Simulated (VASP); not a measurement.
Set up this calculation in VASP 6.6.1, as the native input.

```
Task                   : relaxation of cell and atoms
Functional             : r2SCAN
Potentials or basis    : VASP PAW PBE potentials, release 64 (Si, C)
Cutoff                 : 600 eV
k mesh                 : 12 × 12 × 6
Occupations            : gaussian, width 0.02 eV
Spin                   : no spin polarisation
Dipole correction      : no
Further INCAR settings : ALGO = Normal; EDIFF = 1e-06; IBRION = 2; EDIFFG = -0.002; NSW = 100; ISIF = 3
```

Crystal: SiC (ref).

```
Si C
1.0
     3.07600    0.00000    0.00000
    -1.53800    2.66389    0.00000
     0.00000    0.00000    5.04800
Si C
2 2
Direct
  0.33333 0.66667 0.00000
  0.66667 0.33333 0.50000
  0.33333 0.66667 0.37500
  0.66667 0.33333 0.87500
```

One way to write it, as run:

POSCAR

```
SiC
1.0
    3.0760000000      0.0000000000      0.0000000000
   -1.5380000000      2.6638941420      0.0000000000
    0.0000000000      0.0000000000      5.0480000000
Si C
2 2
Direct
    0.3333333333      0.6666666667      0.0000000000
    0.6666666667      0.3333333333      0.5000000000
    0.3333333333      0.6666666667      0.3750000000
    0.6666666667      0.3333333333      0.8750000000
```

INCAR.step1

```
  PREC = Accurate
  ENCUT = 600
  ISMEAR = 0
  SIGMA = 0.02
  LREAL = F
  LASPH = T
  NELM = 60
  GGA = PE
  ALGO = Normal
  EDIFF = 1E-4
  LWAVE = T
  LCHARG = F
```

INCAR.step2

```
  PREC = Accurate
  ENCUT = 600
  EDIFF = 1E-6
  ISMEAR = 0
  SIGMA = 0.02
  LREAL = F
  LASPH = T
  NELM = 60
  ALGO = Normal
  ISIF = 3
  LWAVE = F
  LCHARG = F
  METAGGA = R2SCAN
  LMIXTAU = T
  IBRION = 2
  NSW = 100
  EDIFFG = -0.002
  ISTART = 1
```

KPOINTS

```
regular mesh
0
Gamma
  12 12 6
```

Potentials or basis: VASP PAW PBE potentials, release 64 (Si, C).

Run with:

```sh
$ cat potpaw_PBE.64/Si/POTCAR potpaw_PBE.64/C/POTCAR > POTCAR
$ cp INCAR.step1 INCAR
$ mpirun -np 1 vasp_std > vasp.out
$ cp INCAR.step2 INCAR
$ mpirun -np 1 vasp_std > vasp.out
```

Results of the run:

* Relaxed volume: 10.32 Å³/atom
* Relaxed cell: a = 3.074 Å, b = 3.074 Å, c = 5.046 Å, α = 90.00°, β = 90.00°, γ = 120.00°
* Space group after relaxing (to 0.05 Å): P6_3mc (No. 186)
* Energy gained by relaxing: 0.1 meV/atom
* Ionic steps: 6
* Pressure after relaxing: 0.0 GPa
* Band gap on the k mesh: 2.66 eV, indirect (least direct gap 4.49 eV)

Caveat: the PAW data sets were made with another functional, which shifts forces and pressure a little.

It took 4 min on 1 thread of Intel(R) Xeon(R) 6975P-C (Granite Rapids) (shared host), peak memory 0.21 GiB.
